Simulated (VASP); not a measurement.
Write the native input for VASP 6.6.1 that does the following.

```
Task                   : single point
Functional             : r2SCAN
Potentials or basis    : VASP PAW PBE potentials, release 64 (Mg_sv, O)
Cutoff                 : 660 eV
k mesh                 : 10 × 10 × 10
Occupations            : gaussian, width 0.01 eV
Spin                   : no spin polarisation
Dipole correction      : no
Second run             : valence_matched
Further INCAR settings : ALGO = Normal; EDIFF = 1e-06; NBANDS = 15
```

Crystal: MgO.

```xyz
2
Lattice="2.6376 0.0143 0.0143 0.0143 2.6376 0.0143 0.0143 0.0143 2.6376" Properties=species:S:1:pos:R:3 pbc="T T T"
Mg    0.0000    0.0000    0.0000
O     1.3331    1.3331    1.3331
```

This cell differs from its parent crystal: strain along [111] +1.6%.

These files were run (other wordings do the same):

POSCAR

```
MgO
1.0
    2.6376026588      0.0142535303      0.0142535303
    0.0142535303      2.6376026588      0.0142535303
    0.0142535303      0.0142535303      2.6376026588
Mg O
1 1
Direct
    0.0000000000      0.0000000000      0.0000000000
    0.5000000000      0.5000000000      0.5000000000
```

INCAR.step1

```
ALGO     = Normal         # electronic algorithm
EDIFF    = 1E-5           # SCF threshold, eV
ENCUT    = 660            # plane-wave cutoff, eV
GGA      = PE             # functional
GGA_COMPAT= False        
ISMEAR   = 0              # smearing method
LASPH    = True           # aspherical terms in the spheres
LCHARG   = False          # write CHGCAR
LREAL    = False          # projectors in reciprocal space
LWAVE    = True           # write WAVECAR
NBANDS   = 15             # bands
NELM     = 120            # most SCF steps
PREC     = Accurate       # precision mode
SIGMA    = 0.01           # smearing width, eV
```

INCAR.step2

```
ALGO     = Normal         # electronic algorithm
EDIFF    = 1E-6           # SCF threshold, eV
ENCUT    = 660            # plane-wave cutoff, eV
GGA_COMPAT= False        
ISIF     = 2              # what is computed and relaxed
ISMEAR   = 0              # smearing method
ISTART   = 1            
LASPH    = True           # aspherical terms in the spheres
LCHARG   = True           # write CHGCAR
LELF     = True           # ELF
LMIXTAU  = True         
LREAL    = False          # projectors in reciprocal space
LVHAR    = True         
LWAVE    = False          # write WAVECAR
METAGGA  = R2SCAN         # meta-GGA
NBANDS   = 15             # bands
NELM     = 120            # most SCF steps
PREC     = Accurate       # precision mode
SIGMA    = 0.01           # smearing width, eV
```

KPOINTS

```
k-points
0
Gamma
  10 10 10
```

Potentials or basis: VASP PAW PBE potentials, release 64 (Mg_sv, O).

Launch:

```bash
$ cat potpaw_PBE.64/Mg_sv/POTCAR potpaw_PBE.64/O/POTCAR > POTCAR
$ cp INCAR.step1 INCAR
$ mpirun -np 1 vasp_std > vasp.out
$ cp INCAR.step2 INCAR
$ mpirun -np 1 vasp_std > vasp.out
```

It gave:

The pressure is -2.8 GPa and the band gap on the k mesh is 3.38 eV, indirect (least direct gap 4.36 eV).

Caveat: the cell differs from its parent crystal (strain along [111] +1.6%); the PAW data sets were made with another functional, which shifts forces and pressure a little.

Wall time 45 s on 1 thread of Intel(R) Xeon(R) 6975P-C (Granite Rapids) (shared host), peak memory 0.17 GiB.
